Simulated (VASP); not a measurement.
# CdF2 (Fm-3m) in VASP: notebook

CdF2 is run at these levels: revPBE, BLYP, r2SCAN, PBE, LDA; tasks: single point.

Program: VASP 6.6.1. These are calculated values, not measurements. Logs are shortened: lines on timing, memory, paths and dates and some standing lists are left out, and cuts for length are marked.

### Step 1. The cell of the first run

Symmetry: Fm-3m, No. 225, cubic system. Conventional cell: a = 5.388 Å, b = 5.388 Å, c = 5.388 Å, α = 90.00°, β = 90.00°, γ = 90.00°. Within 3.1 Å of Cd (site symmetry m-3m) lie 8 F at 2.33 Å. F (site symmetry -43m) has 4 Cd at 2.33 Å and 6 F at 2.69 Å within 3.1 Å.

### Step 2. Single point, revPBE

File INCAR:

```
SYSTEM = CdF2
PREC = Accurate
ENCUT = 520
EDIFF = 1E-6
ISMEAR = -1
SIGMA = 0.05
LREAL = .False.
LASPH = .True.
NELM = 100
ALGO = Normal
ISIF = 2
LWAVE = .False.
LCHARG = .False.
GGA = RE
NBANDS = 20
```

File KPOINTS:

```
Automatic mesh
0
Gamma
  5 5 5
  0 0 0
```

File POSCAR:

```
CdF2
1.0
    0.0000000000      2.6940000000      2.6940000000
    2.6940000000      0.0000000000      2.6940000000
    2.6940000000      2.6940000000      0.0000000000
Cd F
1 2
Direct
    0.0000000000      0.0000000000      0.0000000000
    0.7500000000      0.7500000000      0.7500000000
    0.2500000000      0.2500000000      0.2500000000
```

Potentials or basis: VASP PAW PBE potentials, release 64 (Cd, F).

On the command line:

```bash
$ cat potpaw_PBE.64/Cd/POTCAR potpaw_PBE.64/F/POTCAR > POTCAR
$ mpirun -np 1 vasp_std > vasp.out
```

OUTCAR:

```text
SYSTEM = CdF2
   PREC = Accurate
   ENCUT = 520
   EDIFF = 1E-6
   ISMEAR = -1
   LREAL = .False.
   LASPH = .True.
   NELM = 100
   ISIF = 2
   GGA = RE

 ion  position               nearest neighbor table
   1  0.000  0.000  0.000-   2 2.33   2 2.33   2 2.33   2 2.33   3 2.33   3 2.33   3 2.33   3 2.33

   2  0.750  0.750  0.750-   1 2.33   1 2.33   1 2.33   1 2.33
   3  0.250  0.250  0.250-   1 2.33   1 2.33   1 2.33   1 2.33

  LATTYP: Found a face centered cubic cell.
 ALAT       =     5.3880000000

  Lattice vectors:

 A1 = (   0.0000000000,   2.6940000000,   2.6940000000)
 A2 = (   2.6940000000,   0.0000000000,   2.6940000000)
 A3 = (   2.6940000000,   2.6940000000,   0.0000000000)

Analysis of symmetry for initial positions (statically):
=====================================================================
 Subroutine PRICEL returns:
 Original cell was already a primitive cell.

 Routine SETGRP: Setting up the symmetry group for a
 face centered cubic supercell.

 Subroutine GETGRP returns: Found 48 space group operations
 (whereof 48 operations were pure point group operations)
 out of a pool of 48 trial point group operations.

The static configuration has the point symmetry O_h .

Analysis of symmetry for dynamics (positions and initial velocities):
=====================================================================
 Subroutine PRICEL returns:
 Original cell was already a primitive cell.

 Routine SETGRP: Setting up the symmetry group for a
 face centered cubic supercell.

 Subroutine GETGRP returns: Found 48 space group operations
 (whereof 48 operations were pure point group operations)
 out of a pool of 48 trial point group operations.

The dynamic configuration has the point symmetry O_h .

 Subroutine INISYM returns: Found 48 space group operations
 (whereof 48 operations are pure point group operations),
 and found     1 'primitive' translations

----------------------------------------------------------------------------------------

                                     Primitive cell

  volume of cell :      39.1041

  direct lattice vectors                    reciprocal lattice vectors
     0.000000000  2.694000000  2.694000000    -0.185597624  0.185597624  0.185597624
     2.694000000  0.000000000  2.694000000     0.185597624 -0.185597624  0.185597624
     2.694000000  2.694000000  0.000000000     0.185597624  0.185597624 -0.185597624

  length of vectors
     3.809891337  3.809891337  3.809891337     0.321464515  0.321464515  0.321464515

  position of ions in fractional coordinates (direct lattice)
     0.000000000  0.000000000  0.000000000
     0.750000000  0.750000000  0.750000000
     0.250000000  0.250000000  0.250000000

  ion indices of the primitive-cell ions
   primitive index   ion index
                 1           1
                 2           2
                 3           3

----------------------------------------------------------------------------------------

 KPOINTS: Automatic mesh

Automatic generation of k-mesh.
 Grid dimensions read from file:
 generate k-points for:    5    5    5

 Generating k-lattice:

  Cartesian coordinates                     Fractional coordinates (reciprocal lattice)
    -0.037119525  0.037119525  0.037119525     0.200000000  0.000000000  0.000000000
     0.037119525 -0.037119525  0.037119525     0.000000000  0.200000000  0.000000000
     0.037119525  0.037119525 -0.037119525     0.000000000  0.000000000  0.200000000

  Length of vectors
     0.064292903  0.064292903  0.064292903

  Shift w.r.t. Gamma in fractional coordinates (k-lattice)
     0.000000000  0.000000000  0.000000000

 Subroutine IBZKPT returns following result:
 ===========================================

 Found     10 irreducible k-points:

 Following reciprocal coordinates:
            Coordinates               Weight
  0.000000  0.000000  0.000000      1.000000
  0.200000  0.000000  0.000000      8.000000
  0.400000  0.000000  0.000000      8.000000
  0.200000  0.200000  0.000000      6.000000
  0.400000  0.200000  0.000000     24.000000
 -0.400000  0.200000  0.000000     24.000000
 -0.200000  0.200000  0.000000     12.000000
  0.400000  0.400000  0.000000      6.000000
 -0.400000  0.400000  0.000000     12.000000
 -0.400000  0.400000  0.200000     24.000000
   k-points           NKPTS =     10   k-points in BZ     NKDIM =     10   number of bands    NBANDS=     20
   number of dos      NEDOS =    301   number of ions     NIONS =      3
   total plane-waves  NPLWV =  21952
   dimension x,y,z NGX =    28 NGY =   28 NGZ =   28
   dimension x,y,z NGXF=    56 NGYF=   56 NGZF=   56
   ions per type =               1   2
   NGX,Y,Z   is equivalent  to a cutoff of  12.22, 12.22, 12.22 a.u.
   NGXF,Y,Z  is equivalent  to a cutoff of  24.44, 24.44, 24.44 a.u.
 SYSTEM =  CdF2
   PREC   = accura    normal or accurate (medium, high low for compatibility)
   ISTART =      0    job   : 0-new  1-cont  2-samecut
   ICHARG =      2    charge: 1-file 2-atom 10-const
   ISPIN  =      1    spin polarized calculation?
   LNONCOLLINEAR =      F non collinear calculations
   LSORBIT =      F    spin-orbit coupling
   LASPH  =      T    aspherical Exc in radial PAW
   ENCUT  =  520.0 eV  38.22 Ry    6.18 a.u.   7.08  7.08  7.08*2*pi/ulx,y,z
   NELM   =    100;   NELMIN=  2; NELMDL= -5     # of ELM steps
   EDIFF  = 0.1E-05   stopping-criterion for ELM
   LREAL  =      F    real-space projection
   EDIFFG = 0.1E-04   stopping-criterion for IOM
   NSW    =      0    number of steps for IOM
   IBRION =     -1    ionic relax: 0-MD 1-quasi-New 2-CG
   NFREE  =      0    steps in history (QN), initial steepest desc. (CG)
   ISIF   =      2    stress and relaxation
   ISYM   =      2    0-nonsym 1-usesym 2-fastsym
   POTIM  = 0.5000    time-step for ionic-motion
   TEBEG  =    0.0;   TEEND  =   0.0 temperature during run
   PSTRESS=    0.0 pullay stress
   NELECT =      26.0000    total number of electrons
   NUPDOWN=      -1.0000    fix difference up-down
   EMIN   =  10.00;   EMAX   =-10.00  energy-range for DOS
   EFERMI =   0.00;   METHOD = LEGACY
   ISMEAR =    -1;   SIGMA  =   0.05  broadening in eV -4-tet -1-fermi 0-gaus
   EFERMI_NEDOS =   21; number of points for ismear=-14 and -15
   IALGO  =     38    algorithm
   IMIX   =      4    mixing-type and parameters
     AMIX     =   0.40;   BMIX     =  1.00
     AMIX_MAG =   1.60;   BMIX_MAG =  1.00
  volume/ion in A,a.u.               =      13.03        87.96
  Fermi-wavevector in a.u.,A,eV,Ry     =   1.428867  2.700166 27.778468  2.041660
  Thomas-Fermi vector in A             =   2.548882
   LORBIT       =      0    0 simple, 1 ext, 2 COOP (PROOUT), +10 PAW based schemes
   GGA     = RE    functional components
   LHFCALC =     F    Hartree Fock is set to
   AEXX    =    0.0000 exact exchange contribution
   IVDW    =     0    specifies the selected vdW correction
   LEPSILON=     F    determine dielectric tensor
   LRPA    =     F    only Hartree local field effects (RPA)
 non-spin polarized calculation
  energy-cutoff  :      520.00
  volume of cell :       39.10
 maximum number of plane-waves:      1073
   NGX = 15   NGY = 15   NGZ = 15

 number of electron      25.9999990 magnetization

 Free energy of the ion-electron system (eV)
  ---------------------------------------------------
  ext. energy  EPLUGINS =         0.00000000
  ---------------------------------------------------
  free energy    TOTEN  =        -9.95844004 eV

  energy without entropy =       -9.95844004  energy(sigma->0) =       -9.95844004

 E-fermi :  -0.1236     XC(G=0): -10.1233

 val. band max:       -1.2486502701   @ k =  -0.4000   0.4000   0.2000
 cond. band min:       2.0573239605   @ k =   0.0000   0.0000   0.0000
 fundamental gap:      3.3059742306
 Fermi energy:        -0.1236410941

 k-point     1 :       0.0000    0.0000    0.0000
  band No.  band energies     occupation
      1     -22.0411      2.00000
      2     -20.9547      2.00000
      3      -6.7881      2.00000
      4      -6.7881      2.00000
      5      -6.7881      2.00000
      6      -5.6068      2.00000
[... 12 lines left out ...]
     19      18.8837      0.00000
     20      18.8837      0.00000

 k-point     2 :       0.2000    0.0000    0.0000
  band No.  band energies     occupation
      1     -21.9210      2.00000
      2     -21.0614      2.00000
      3      -6.6527      2.00000
      4      -6.6527      2.00000
      5      -6.3851      2.00000
      6      -5.6373      2.00000
[... 12 lines left out ...]
     19      18.0996      0.00000
     20      18.5744      0.00000

 k-point     3 :       0.4000    0.0000    0.0000
  band No.  band energies     occupation
      1     -21.6389      2.00000
      2     -21.3171      2.00000
      3      -6.4740      2.00000
      4      -6.4740      2.00000
      5      -5.5714      2.00000
      6      -5.5714      2.00000
[... 12 lines left out ...]
     19      17.3379      0.00000
     20      18.0915      0.00000

 k-point     4 :       0.2000    0.2000    0.0000
  band No.  band energies     occupation
      1     -21.8891      2.00000
      2     -21.0854      2.00000
      3      -6.5681      2.00000
      4      -6.5681      2.00000
      5      -6.2980      2.00000
      6      -5.8196      2.00000
[... 12 lines left out ...]
     19      19.2612      0.00000
     20      20.5715      0.00000

 k-point     5 :       0.4000    0.2000    0.0000
  band No.  band energies     occupation
      1     -21.6864      2.00000
      2     -21.2581      2.00000
      3      -6.3616      2.00000
      4      -6.3398      2.00000
      5      -5.9038      2.00000
      6      -5.6900      2.00000
[... 12 lines left out ...]
     19      18.8704      0.00000
     20      20.4503      0.00000

 k-point     6 :      -0.4000    0.2000    0.0000
  band No.  band energies     occupation
      1     -21.5075      2.00000
      2     -21.4266      2.00000
      3      -6.3651      2.00000
      4      -6.2599      2.00000
      5      -5.6467      2.00000
      6      -5.6065      2.00000
[... 12 lines left out ...]
     19      17.7460      0.00000
     20      20.8478      0.00000

 k-point     7 :      -0.2000    0.2000    0.0000
  band No.  band energies     occupation
      1     -21.7574      2.00000
      2     -21.2026      2.00000
      3      -6.4906      2.00000
      4      -6.4381      2.00000
      5      -5.9016      2.00000
      6      -5.7570      2.00000
[... 12 lines left out ...]
     19      17.1191      0.00000
     20      20.6970      0.00000

 k-point     8 :       0.4000    0.4000    0.0000
  band No.  band energies     occupation
      1     -21.6280      2.00000
      2     -21.2881      2.00000
      3      -6.4215      2.00000
      4      -6.0082      2.00000
      5      -6.0082      2.00000
      6      -5.5047      2.00000
[... 12 lines left out ...]
     19      18.7593      0.00000
     20      20.1761      0.00000

 k-point     9 :      -0.4000    0.4000    0.0000
  band No.  band energies     occupation
      1     -21.5333      2.00000
      2     -21.3749      2.00000
      3      -6.4083      2.00000
      4      -5.9262      2.00000
      5      -5.7340      2.00000
      6      -5.6155      2.00000
[... 12 lines left out ...]
     19      19.5257      0.00000
     20      20.2206      0.00000

 k-point    10 :      -0.4000    0.4000    0.2000
  band No.  band energies     occupation
      1     -21.5337      2.00000
      2     -21.3838      2.00000
      3      -6.2626      2.00000
      4      -6.0130      2.00000
      5      -5.9124      2.00000
      6      -5.5905      2.00000
[... 12 lines left out ...]
     19      18.3663      0.00000
     20      20.2494      0.00000

------------------------ aborting loop because EDIFF is reached ----------------------------------------

  FORCE on cell =-STRESS in cart. coord.  units (eV):
  Direction    XX          YY          ZZ          XY          YZ          ZX
  --------------------------------------------------------------------------------------
  -------------------------------------------------------------------------------------
  Total        2.3884818      2.3884818      2.3884818      0.0000000      0.0000000      0.0000000
  in kB       97.8610206     97.8610206     97.8610206      0.0000000      0.0000000      0.0000000
  external PRESSURE =      97.8610206 kB  Pullay stress =       0.0000000 kB

 VOLUME and BASIS-vectors are now :
 -----------------------------------------------------------------------------
  energy-cutoff  :      520.00
  volume of cell :       39.10
      direct lattice vectors                 reciprocal lattice vectors
     0.000000000  2.694000000  2.694000000    -0.185597624  0.185597624  0.185597624
     2.694000000  0.000000000  2.694000000     0.185597624 -0.185597624  0.185597624
     2.694000000  2.694000000  0.000000000     0.185597624  0.185597624 -0.185597624

 POSITION                                       TOTAL-FORCE (eV/Angst)
 -----------------------------------------------------------------------------------
      0.00000      0.00000      0.00000         0.000000      0.000000     -0.000000
      4.04100      4.04100      4.04100        -0.000000     -0.000000     -0.000000
      1.34700      1.34700      1.34700         0.000000      0.000000      0.000000
 -----------------------------------------------------------------------------------
    total drift:                                0.000000      0.000000      0.000000

  FREE ENERGIE OF THE ION-ELECTRON SYSTEM (eV)
  ---------------------------------------------------
  free  energy   TOTEN  =        -9.9584400368 eV

  energy  without entropy=       -9.9584400367  energy(sigma->0) =       -9.95844004
```

Run time: 19 s. Hardware: 1 thread of AMD EPYC 7R13, shared host; peak memory 0.12 GiB.

Results:

```yaml
Free_energy: -9.9584 eV
Pressure: 9.8 GPa
Band_gap_on_the_k_mesh: 3.31 eV (least direct gap 3.73 eV)
```

Caveat: the cell stands under pressure; the PAW data sets were made with another functional, which shifts forces and pressure a little; an odd mesh through Γ misses points on the zone boundary, where band edges can lie.

### Step 3. Single point, BLYP

File INCAR:

```
PREC = Accurate
ENCUT = 520
EDIFF = 1E-6
ISMEAR = -1
SIGMA = 0.05
LREAL = F
LASPH = T
NELM = 60
ALGO = Normal
ISIF = 2
LWAVE = F
LCHARG = F
GGA = B5
ALDAX = 1.0
AGGAX = 1.0
AGGAC = 1.0
ALDAC = 0.0
NBANDS = 20
```

File KPOINTS:

```
Automatic mesh
0
Gamma
  5 5 5
```

POSCAR is that of step 2.

Potentials or basis: VASP PAW PBE potentials, release 64 (Cd, F).

On the command line:

```bash
$ cat potpaw_PBE.64/Cd/POTCAR potpaw_PBE.64/F/POTCAR > POTCAR
$ mpirun -np 1 vasp_std > vasp.out
```

Run time: 35 s. Hardware: 1 thread of AMD EPYC 7R13, shared host; peak memory 0.12 GiB.

The run converged. Its results:

```yaml
Free_energy: -10.2707 eV
Pressure: 9.4 GPa
Band_gap_on_the_k_mesh: 3.22 eV (least direct gap 3.62 eV)
```

Levels at points of the mesh, in eV from the valence-band top:
```
           k point  band 10  band 11  band 12  band 13  band 14  band 15  band 16  band 17
(0.00, 0.00, 0.00)    -0.89    -0.40    -0.40    -0.40     3.22    12.82    12.82    12.82
```

Caveat: the cell stands under pressure; the PAW data sets were made with another functional, which shifts forces and pressure a little; an odd mesh through Γ misses points on the zone boundary, where band edges can lie. Expect the measured gap to be larger: semilocal functionals such as BLYP lack the derivative discontinuity.

(Continued in part 2 of 2.)
